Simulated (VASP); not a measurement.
# W (Im-3m) in VASP: settings compared

W is run at these levels: SVWN5, PBEsol, PBE+D3(BJ); tasks: single point.

Everything below comes from runs of VASP 6.6.1. Logs are shortened: lines on timing, memory, paths and dates and some standing lists are left out, and cuts for length are marked.

## 1. The cell of the first run

It takes space group Im-3m (No. 229, cubic). Conventional cell: a = 3.100 Å, b = 3.100 Å, c = 3.100 Å, α = 90.00°, β = 90.00°, γ = 90.00°. W (site symmetry m-3m) has 14 W at 2.68 to 3.10 Å within 3.5 Å.

## 2. Single point, SVWN5

File INCAR:

```
SYSTEM = W
PREC = Accurate ; ENCUT = 520
EDIFF = 1E-6 ; ISMEAR = -1
SIGMA = 0.05 ; LREAL = .False.
LASPH = .True. ; NELM = 100
ALGO = Fast ; ISIF = 2
LWAVE = .False. ; LCHARG = .False.
GGA = VW ; NBANDS = 13
```

File KPOINTS:

```
regular mesh
0
Gamma
  12 12 12
  0 0 0
```

File POSCAR:

```
W
1.0
   -1.5500431812      1.5500431812      1.5500431812
    1.5500431812     -1.5500431812      1.5500431812
    1.5500431812      1.5500431812     -1.5500431812
W
1
Direct
    0.0000000000      0.0000000000      0.0000000000
```

Potentials or basis: VASP PAW PBE potentials, release 64 (W_sv).

Run with:

```console
> cat potpaw_PBE.64/W_sv/POTCAR > POTCAR
> mpirun -np 1 vasp_std > vasp.out
```

OUTCAR:

```text
SYSTEM = W
   PREC = Accurate
   ENCUT = 520
   EDIFF = 1E-6
   ISMEAR = -1
   LREAL = .False.
   LASPH = .True.
   NELM = 100
   ISIF = 2
   GGA = VW

 ion  position               nearest neighbor table
   1  0.000  0.000  0.000-

  LATTYP: Found a body centered cubic cell.
 ALAT       =     3.1000863624

  Lattice vectors:

 A1 = (  -1.5500431812,   1.5500431812,   1.5500431812)
 A2 = (   1.5500431812,  -1.5500431812,   1.5500431812)
 A3 = (   1.5500431812,   1.5500431812,  -1.5500431812)

Analysis of symmetry for initial positions (statically):
=====================================================================
 Subroutine PRICEL returns:
 Original cell was already a primitive cell.

 Routine SETGRP: Setting up the symmetry group for a
 body centered cubic supercell.

 Subroutine GETGRP returns: Found 48 space group operations
 (whereof 48 operations were pure point group operations)
 out of a pool of 48 trial point group operations.

The static configuration has the point symmetry O_h .

Analysis of symmetry for dynamics (positions and initial velocities):
=====================================================================
 Subroutine PRICEL returns:
 Original cell was already a primitive cell.

 Routine SETGRP: Setting up the symmetry group for a
 body centered cubic supercell.

 Subroutine GETGRP returns: Found 48 space group operations
 (whereof 48 operations were pure point group operations)
 out of a pool of 48 trial point group operations.

The dynamic configuration has the point symmetry O_h .

 Subroutine INISYM returns: Found 48 space group operations
 (whereof 48 operations are pure point group operations),
 and found     1 'primitive' translations

----------------------------------------------------------------------------------------

                                     Primitive cell

  volume of cell :      14.8967

  direct lattice vectors                    reciprocal lattice vectors
    -1.550043181  1.550043181  1.550043181     0.000000000  0.322571659  0.322571659
     1.550043181 -1.550043181  1.550043181     0.322571659  0.000000000  0.322571659
     1.550043181  1.550043181 -1.550043181     0.322571659  0.322571659  0.000000000

  length of vectors
     2.684753544  2.684753544  2.684753544     0.456185215  0.456185215  0.456185215

  position of ions in fractional coordinates (direct lattice)
     0.000000000  0.000000000  0.000000000

  ion indices of the primitive-cell ions
   primitive index   ion index
                 1           1

----------------------------------------------------------------------------------------

 KPOINTS: regular mesh

Automatic generation of k-mesh.
 Grid dimensions read from file:
 generate k-points for:   12   12   12

 Generating k-lattice:

  Cartesian coordinates                     Fractional coordinates (reciprocal lattice)
     0.000000000  0.026880972  0.026880972     0.083333333  0.000000000  0.000000000
     0.026880972  0.000000000  0.026880972     0.000000000  0.083333333  0.000000000
     0.026880972  0.026880972  0.000000000     0.000000000  0.000000000  0.083333333

  Length of vectors
     0.038015435  0.038015435  0.038015435

  Shift w.r.t. Gamma in fractional coordinates (k-lattice)
     0.000000000  0.000000000  0.000000000

 Subroutine IBZKPT returns following result:
 ===========================================

 Found     72 irreducible k-points:

 Following reciprocal coordinates:
            Coordinates               Weight
  0.000000  0.000000  0.000000      1.000000
  0.083333  0.000000  0.000000     12.000000
  0.166667  0.000000  0.000000     12.000000
  0.250000  0.000000  0.000000     12.000000
  0.333333  0.000000  0.000000     12.000000
  0.416667  0.000000  0.000000     12.000000
[... 16 lines left out ...]
  0.333333  0.083333  0.083333     24.000000
  0.416667  0.083333  0.083333     12.000000
 [... further k-points ...]
   k-points           NKPTS =     72   k-points in BZ     NKDIM =     72   number of bands    NBANDS=     13
   number of dos      NEDOS =    301   number of ions     NIONS =      1
   total plane-waves  NPLWV =   8000
   dimension x,y,z NGX =    20 NGY =   20 NGZ =   20
   dimension x,y,z NGXF=    40 NGYF=   40 NGZF=   40
   ions per type =               1
   NGX,Y,Z   is equivalent  to a cutoff of  12.38, 12.38, 12.38 a.u.
   NGXF,Y,Z  is equivalent  to a cutoff of  24.77, 24.77, 24.77 a.u.
 SYSTEM =  W
   PREC   = accura    normal or accurate (medium, high low for compatibility)
   ISTART =      0    job   : 0-new  1-cont  2-samecut
   ICHARG =      2    charge: 1-file 2-atom 10-const
   ISPIN  =      1    spin polarized calculation?
   LNONCOLLINEAR =      F non collinear calculations
   LSORBIT =      F    spin-orbit coupling
   LASPH  =      T    aspherical Exc in radial PAW
   ENCUT  =  520.0 eV  38.22 Ry    6.18 a.u.   4.99  4.99  4.99*2*pi/ulx,y,z
   NELM   =    100;   NELMIN=  2; NELMDL= -5     # of ELM steps
   EDIFF  = 0.1E-05   stopping-criterion for ELM
   LREAL  =      F    real-space projection
   EDIFFG = 0.1E-04   stopping-criterion for IOM
   NSW    =      0    number of steps for IOM
   IBRION =     -1    ionic relax: 0-MD 1-quasi-New 2-CG
   NFREE  =      0    steps in history (QN), initial steepest desc. (CG)
   ISIF   =      2    stress and relaxation
   ISYM   =      2    0-nonsym 1-usesym 2-fastsym
   POTIM  = 0.5000    time-step for ionic-motion
   TEBEG  =    0.0;   TEEND  =   0.0 temperature during run
   PSTRESS=    0.0 pullay stress
   NELECT =      14.0000    total number of electrons
   NUPDOWN=      -1.0000    fix difference up-down
   EMIN   =  10.00;   EMAX   =-10.00  energy-range for DOS
   EFERMI =   0.00;   METHOD = LEGACY
   ISMEAR =    -1;   SIGMA  =   0.05  broadening in eV -4-tet -1-fermi 0-gaus
   EFERMI_NEDOS =   21; number of points for ismear=-14 and -15
   IALGO  =     68    algorithm
   IMIX   =      4    mixing-type and parameters
     AMIX     =   0.40;   BMIX     =  1.00
     AMIX_MAG =   1.60;   BMIX_MAG =  1.00
  volume/ion in A,a.u.               =      14.90       100.53
  Fermi-wavevector in a.u.,A,eV,Ry     =   1.603567  3.030302 34.986380  2.571426
  Thomas-Fermi vector in A             =   2.700209
   LORBIT       =      0    0 simple, 1 ext, 2 COOP (PROOUT), +10 PAW based schemes
   GGA     = VW    functional components
   LHFCALC =     F    Hartree Fock is set to
   AEXX    =    0.0000 exact exchange contribution
   IVDW    =     0    specifies the selected vdW correction
   LEPSILON=     F    determine dielectric tensor
   LRPA    =     F    only Hartree local field effects (RPA)
 non-spin polarized calculation
 RMM-DIIS sequential band-by-band and
  energy-cutoff  :      520.00
  volume of cell :       14.90
 maximum number of plane-waves:       420
   NGX =  9   NGY =  9   NGZ =  9

 number of electron      13.9999999 magnetization

 Free energy of the ion-electron system (eV)
  ---------------------------------------------------
  ext. energy  EPLUGINS =         0.00000000
  ---------------------------------------------------
  free energy    TOTEN  =       -14.13037955 eV

  energy without entropy =      -14.12546733  energy(sigma->0) =      -14.12792344

 E-fermi :  12.0114     XC(G=0): -14.1831

 val. band max:       11.9727635274   @ k =   0.4167   0.0833   0.0833
 cond. band min:      12.0310944024   @ k =   0.1667   0.0000   0.0000
 fundamental gap:      0.0583308749
 Fermi energy:        12.0114002877

 k-point     1 :       0.0000    0.0000    0.0000
  band No.  band energies     occupation
      1     -62.0703      2.00000
      2     -25.5167      2.00000
      3     -25.5167      2.00000
      4     -25.5167      2.00000
      5       2.0578      2.00000
      6      10.6462      2.00000
      7      10.6462      2.00000
      8      10.6462      2.00000
      9      14.3482      0.00000
     10      14.3482      0.00000
     11      26.7944      0.00000
     12      26.7944      0.00000
     13      26.7944      0.00000

 k-point     2 :       0.0833    0.0000    0.0000
  band No.  band energies     occupation
      1     -62.0585      2.00000
      2     -25.6329      2.00000
      3     -25.5523      2.00000
      4     -25.5174      2.00000
      5       2.4194      2.00000
      6      10.4266      2.00000
      7      10.5905      2.00000
      8      10.9990      2.00000
      9      14.0136      0.00000
     10      14.3508      0.00000
     11      27.1018      0.00000
     12      27.4030      0.00000
     13      27.6923      0.00000

 k-point     3 :       0.1667    0.0000    0.0000
  band No.  band energies     occupation
      1     -62.0263      2.00000
      2     -25.9420      2.00000
      3     -25.6485      2.00000
      4     -25.5195      2.00000
      5       3.3957      2.00000
      6       9.8772      2.00000
      7      10.3207      2.00000
      8      12.0311      0.80557
      9      13.5900      0.00000
     10      14.3965      0.00000
     11      27.6567      0.00000
     12      29.1121      0.00000
     13      29.5058      0.00000
[... 305 lines left out ...]
 k-point    23 :       0.3333    0.0833    0.0833
  band No.  band energies     occupation
      1     -61.9003      2.00000
      2     -26.9320      2.00000
      3     -26.0525      2.00000
      4     -25.6331      2.00000
      5       6.1113      2.00000
      6       8.2021      2.00000
      7      11.0725      2.00000
      8      14.5312      0.00000
      9      15.2489      0.00000
     10      19.2094      0.00000
     11      23.9714      0.00000
     12      25.0951      0.00000
     13      29.6121      0.00000

 k-point    24 :       0.4167    0.0833    0.0833
  band No.  band energies     occupation
      1     -61.8897      2.00000
      2     -26.9992      2.00000
      3     -26.1030      2.00000
      4     -25.6364      2.00000
      5       6.0451      2.00000
      6       8.0980      2.00000
      7      11.9728      1.36822
      8      14.5553      0.00000
      9      15.3793      0.00000
     10      20.0981      0.00000
     11      22.7801      0.00000
     12      24.5861      0.00000
     13      29.1109      0.00000

 [... further k-points ...]
[... 5 lines left out ...]
  --------------------------------------------------------------------------------------
  -------------------------------------------------------------------------------------
  Total        1.1465565      1.1465565      1.1465565     -0.0000000      0.0000000      0.0000000
  in kB      123.3146488    123.3146488    123.3146488     -0.0000000      0.0000000      0.0000000
  external PRESSURE =     123.3146488 kB  Pullay stress =       0.0000000 kB

 VOLUME and BASIS-vectors are now :
 -----------------------------------------------------------------------------
  energy-cutoff  :      520.00
  volume of cell :       14.90
      direct lattice vectors                 reciprocal lattice vectors
    -1.550043181  1.550043181  1.550043181     0.000000000  0.322571659  0.322571659
     1.550043181 -1.550043181  1.550043181     0.322571659  0.000000000  0.322571659
     1.550043181  1.550043181 -1.550043181     0.322571659  0.322571659  0.000000000

 POSITION                                       TOTAL-FORCE (eV/Angst)
 -----------------------------------------------------------------------------------
      0.00000      0.00000      0.00000         0.000000      0.000000      0.000000
 -----------------------------------------------------------------------------------
    total drift:                                0.000000      0.000000      0.000000

  FREE ENERGIE OF THE ION-ELECTRON SYSTEM (eV)
  ---------------------------------------------------
  free  energy   TOTEN  =       -14.1303795470 eV

  energy  without entropy=      -14.1254673257  energy(sigma->0) =      -14.12792344
```

Wall time 6.9 s (1 thread of Intel Xeon Platinum 8559C (Emerald Rapids), shared host); peak memory 0.13 GiB.

Results:

| Quantity | Value |
| --- | --- |
| Free energy | -14.1304 eV |
| Pressure | 12.3 GPa |
| Band gap on the k mesh | zero (band 7 reaches 17.63 eV, above the bottom of band 8 at 10.65 eV) |

Levels at points of the mesh, in eV from the Fermi level:
| k point | band 5 | band 6 | band 7 | band 8 | band 9 | band 10 |
| --- | --- | --- | --- | --- | --- | --- |
| (0.00, 0.00, 0.00) | -9.95 | -1.37 | -1.37 | -1.37 | 2.34 | 2.34 |
| (0.50, 0.00, 0.00) | -6.69 | -3.89 | 1.03 | 2.28 | 3.32 | 6.72 |
| (0.50, 0.50, 0.50) | -6.37 | -6.37 | 5.62 | 5.62 | 5.62 | 8.85 |

Caveat: the PAW data sets were made with another functional, which shifts forces and pressure a little; spin-orbit coupling is left out, which moves the levels of the heavy elements.

## 3. Single point, SVWN5

This run uses another cell than the first one, of 15.21 Å³/atom, 1.021 times its volume.

File INCAR:

```
ALGO = Normal
EDIFF = 1E-6
ENCUT = 520
GGA = VW
ISIF = 2
ISMEAR = -1
LASPH = True
LCHARG = False
LREAL = False
LWAVE = False
NBANDS = 13
NELM = 100
PREC = Accurate
SIGMA = 0.05
```

File KPOINTS:

```
k-points
0
Gamma
  12 12 12
```

File POSCAR:

```
W
1.0
   -1.5609593379      1.5609593379      1.5609593379
    1.5609593379     -1.5609593379      1.5609593379
    1.5609593379      1.5609593379     -1.5609593379
W
1
Direct
    0.0000000000      0.0000000000      0.0000000000
```

Potentials or basis: VASP PAW PBE potentials, release 64 (W_sv).

Run with:

```console
> cat potpaw_PBE.64/W_sv/POTCAR > POTCAR
> mpirun -np 1 vasp_std > vasp.out
```

Wall time 5.7 s (1 thread of Intel Xeon Platinum 8559C (Emerald Rapids), shared host); peak memory 0.13 GiB.

It converged, with:

```yaml
Free_energy: -14.1474 eV
Pressure: 4.7 GPa
Band_gap_on_the_k_mesh: zero (band 7 reaches 17.15 eV, above the bottom of band 8 at 10.37 eV)
```

Levels at points of the mesh, in eV from the Fermi level:
| k point | band 4 | band 5 | band 6 | band 7 | band 8 | band 9 | band 10 | band 11 |
| --- | --- | --- | --- | --- | --- | --- | --- | --- |
| (0.00, 0.00, 0.00) | -37.57 | -9.82 | -1.30 | -1.30 | -1.30 | 2.31 | 2.31 | 14.76 |
| (0.50, 0.00, 0.00) | -37.58 | -6.53 | -3.76 | 0.97 | 2.23 | 3.25 | 6.54 | 11.73 |
| (0.50, 0.50, 0.50) | -38.60 | -6.16 | -6.16 | 5.48 | 5.48 | 5.48 | 8.69 | 8.69 |

Caveat: the PAW data sets were made with another functional, which shifts forces and pressure a little; spin-orbit coupling is left out, which moves the levels of the heavy elements.

## 4. Single point, PBEsol

This run uses another cell than the first one, of 15.70 Å³/atom, 1.054 times its volume.

File INCAR:

```
SYSTEM = W
ALGO = Normal
EDIFF = 1E-6
ENCUT = 520
GGA = PS
ISIF = 2
ISMEAR = -1
LASPH = .True.
LCHARG = .False.
LREAL = .False.
LWAVE = .False.
NBANDS = 13
NELM = 60
PREC = Accurate
SIGMA = 0.05
```

File KPOINTS:

```
k-points
0
Gamma
  12 12 12
  0 0 0
```

File POSCAR:

```
W
1.0
   -1.5773399531      1.5773399531      1.5773399531
    1.5773399531     -1.5773399531      1.5773399531
    1.5773399531      1.5773399531     -1.5773399531
W
1
Direct
    0.0000000000      0.0000000000      0.0000000000
```

Potentials or basis: VASP PAW PBE potentials, release 64 (W_sv).

Run with:

```console
> cat potpaw_PBE.64/W_sv/POTCAR > POTCAR
> mpirun -np 1 vasp_std > vasp.out
```

OUTCAR:

```text
SYSTEM = W
   EDIFF = 1E-6
   ENCUT = 520
   GGA = PS
   ISIF = 2
   ISMEAR = -1
   LASPH = .True.
   LREAL = .False.
   NELM = 60
   PREC = Accurate

 ion  position               nearest neighbor table
   1  0.000  0.000  0.000-

  LATTYP: Found a body centered cubic cell.
 ALAT       =     3.1546799062

  Lattice vectors:

 A1 = (  -1.5773399531,   1.5773399531,   1.5773399531)
 A2 = (   1.5773399531,  -1.5773399531,   1.5773399531)
 A3 = (   1.5773399531,   1.5773399531,  -1.5773399531)

Analysis of symmetry for initial positions (statically):
=====================================================================
 Subroutine PRICEL returns:
 Original cell was already a primitive cell.

 Routine SETGRP: Setting up the symmetry group for a
 body centered cubic supercell.

 Subroutine GETGRP returns: Found 48 space group operations
 (whereof 48 operations were pure point group operations)
 out of a pool of 48 trial point group operations.

The static configuration has the point symmetry O_h .

Analysis of symmetry for dynamics (positions and initial velocities):
=====================================================================
[... 160 lines left out ...]
 Fermi energy:        11.3377811823

 k-point     1 :       0.0000    0.0000    0.0000
  band No.  band energies     occupation
      1     -62.7180      2.00000
      2     -26.2609      2.00000
      3     -26.2609      2.00000
      4     -26.2609      2.00000
      5       1.7093      2.00000
      6      10.1656      2.00000
      7      10.1656      2.00000
      8      10.1656      2.00000
      9      13.6744      0.00000
     10      13.6744      0.00000
     11      25.9803      0.00000
     12      25.9803      0.00000
     13      25.9803      0.00000
[... 354 lines left out ...]
  band No.  band energies     occupation
      1     -62.5748      2.00000
      2     -27.5093      2.00000
      3     -26.7565      2.00000
      4     -26.3589      2.00000
      5       5.7388      2.00000
      6       7.7574      2.00000
      7      11.1765      1.92359
      8      13.8302      0.00000
      9      14.6096      0.00000
     10      18.9596      0.00000
     11      21.4599      0.00000
     12      23.6817      0.00000
     13      27.6127      0.00000

 [... further k-points ...]
[... 5 lines left out ...]
  --------------------------------------------------------------------------------------
  -------------------------------------------------------------------------------------
  Total        0.0611543      0.0611543      0.0611543      0.0000000      0.0000000      0.0000000
  in kB        6.2416838      6.2416838      6.2416838      0.0000000      0.0000000      0.0000000
  external PRESSURE =       6.2416838 kB  Pullay stress =       0.0000000 kB

 VOLUME and BASIS-vectors are now :
 -----------------------------------------------------------------------------
  energy-cutoff  :      520.00
  volume of cell :       15.70
      direct lattice vectors                 reciprocal lattice vectors
    -1.577339953  1.577339953  1.577339953     0.000000000  0.316989371  0.316989371
     1.577339953 -1.577339953  1.577339953     0.316989371  0.000000000  0.316989371
     1.577339953  1.577339953 -1.577339953     0.316989371  0.316989371  0.000000000

 POSITION                                       TOTAL-FORCE (eV/Angst)
 -----------------------------------------------------------------------------------
      0.00000      0.00000      0.00000        -0.000000     -0.000000     -0.000000
 -----------------------------------------------------------------------------------
    total drift:                                0.000000      0.000000      0.000000

  FREE ENERGIE OF THE ION-ELECTRON SYSTEM (eV)
  ---------------------------------------------------
  free  energy   TOTEN  =       -13.8067728712 eV

  energy  without entropy=      -13.8017117367  energy(sigma->0) =      -13.80424230
```

OSZICAR:

```text
N       E                     dE             d eps       ncg     rms          rms(c)
DAV:   1     0.863635334749E+02    0.86364E+02   -0.75379E+03  1872   0.123E+03
DAV:   2    -0.126432446357E+02   -0.99007E+02   -0.94307E+02  2092   0.319E+02
DAV:   3    -0.144899948010E+02   -0.18468E+01   -0.18371E+01  2027   0.417E+01
DAV:   4    -0.144972740862E+02   -0.72793E-02   -0.72792E-02  2042   0.293E+00
DAV:   5    -0.144973281657E+02   -0.54079E-04   -0.54079E-04  2117   0.242E-01    0.220E+01
DAV:   6    -0.139576856121E+02    0.53964E+00   -0.43097E-01  1952   0.871E+00    0.883E+00
DAV:   7    -0.138119521459E+02    0.14573E+00   -0.22452E-01  2052   0.595E+00    0.633E-01
DAV:   8    -0.138069156197E+02    0.50365E-02   -0.47277E-03  1907   0.932E-01    0.107E-01
DAV:   9    -0.138067747505E+02    0.14087E-03   -0.12585E-04  2127   0.134E-01    0.365E-02
DAV:  10    -0.138067725447E+02    0.22058E-05   -0.91005E-06  1972   0.409E-02    0.464E-03
DAV:  11    -0.138067728712E+02   -0.32650E-06   -0.17280E-07  1191   0.508E-03
   1 F= -.13806773E+02 E0= -.13804242E+02  d E =-.506113E-02
```

It took 5.7 s on 1 thread of Intel Xeon 6975P-C (Granite Rapids), shared host; peak memory 0.13 GiB.

What came out:

```yaml
Free_energy: -13.8068 eV
Pressure: 0.6 GPa
Band_gap_on_the_k_mesh: zero (band 7 reaches 16.67 eV, above the bottom of band 8 at 10.17 eV)
```

Caveat: the PAW data sets were made with another functional, which shifts forces and pressure a little; spin-orbit coupling is left out, which moves the levels of the heavy elements.

(Continued in part 2 of 2.)
